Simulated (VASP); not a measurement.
Input of a VASP 6.6.1 run:

File INCAR:

```
SYSTEM = CdS
  ALGO = Normal
  EDIFF = 1E-7
  ENCUT = 520
  GGA = PE
  ISIF = 2
  ISMEAR = 0
  LASPH = .True.
  LCHARG = .False.
  LREAL = .False.
  LWAVE = .False.
  NBANDS = 16
  NELM = 80
  PREC = Accurate
  SIGMA = 0.025
```

KPOINTS

```
k-points
0
Gamma
  8 8 8
  0 0 0
```

The input POSCAR:

```
CdS
1.0
    0.0000000000      2.9165000000      2.9165000000
    2.9165000000      0.0000000000      2.9165000000
    2.9165000000      2.9165000000      0.0000000000
Cd S
1 1
Direct
    0.0000000000      0.0000000000      0.0000000000
    0.7500000000      0.7500000000      0.7500000000
```

Potentials or basis: VASP PAW PBE potentials, release 64 (Cd, S).

Launch:

```console
$ cat potpaw_PBE.64/Cd/POTCAR potpaw_PBE.64/S/POTCAR > POTCAR
$ mpirun -np 1 vasp_std > vasp.out
```

(1) Predict the pressure.

(2) What does it give for the band gap on the k mesh?

## Answers

(1) 3.2 GPa.

(2) 1.15 eV, direct.
